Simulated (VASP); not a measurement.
Wanted: the native input for a VASP 6.6.1 run.

| Property | Result |
| --- | --- |
| Task | single point |
| Functional | PBEsol |
| Potentials or basis | VASP PAW PBE potentials, release 64 (Ru_pv) |
| Cutoff | 520 eV |
| k mesh | 18 × 18 × 10 |
| Occupations | gaussian, width 0.15 eV |
| Spin | no spin polarisation |
| Dipole correction | no |
| Further INCAR settings | ALGO = Fast; EDIFF = 1e-07; NBANDS = 21 |

The structure of Ru lies in POSCAR:

```
Ru
1.0
    2.6896847532      0.0000000000      0.0000000000
   -1.3448423766      2.3293353245      0.0000000000
    0.0000000000      0.0000000000      4.2523798378
Ru
2
Direct
    0.3286967445      0.7267696491      0.2500000000
    0.6713032555      0.2732303509      0.7500000000
```

This cell differs from its parent crystal: atoms displaced along several vibrational modes.

The input as run:

INCAR

```
SYSTEM = Ru
PREC = Accurate
ENCUT = 520
EDIFF = 1E-7
ISMEAR = 0
SIGMA = 0.15
LREAL = .FALSE.
LASPH = .TRUE.
NELM = 60
ALGO = Fast
ISIF = 2
LWAVE = .FALSE.
LCHARG = .FALSE.
GGA = PS
NBANDS = 21
```

KPOINTS

```
regular mesh
0
G
  18 18 10
  0 0 0
```

Potentials or basis: VASP PAW PBE potentials, release 64 (Ru_pv).

Command:

```sh
$ cat potpaw_PBE.64/Ru_pv/POTCAR > POTCAR
$ mpirun -np 1 vasp_std > vasp.out
```

It gave:

```json
{
 "Pressure": "5.5 GPa",
 "Largest force": "2.356 eV/Å",
 "Band gap on the k mesh": "zero (bands 14 and 15 overlap by 2.99 eV)"
}
```

Caveat: the cell differs from its parent crystal (atoms displaced along several vibrational modes); the stress differs along the axes, from -3 to 13 GPa; the PAW data sets were made with another functional, which shifts forces and pressure a little.

It took 13 min on 1 thread of AMD EPYC 7R13, with other jobs on the host, peak memory 0.5 GiB.
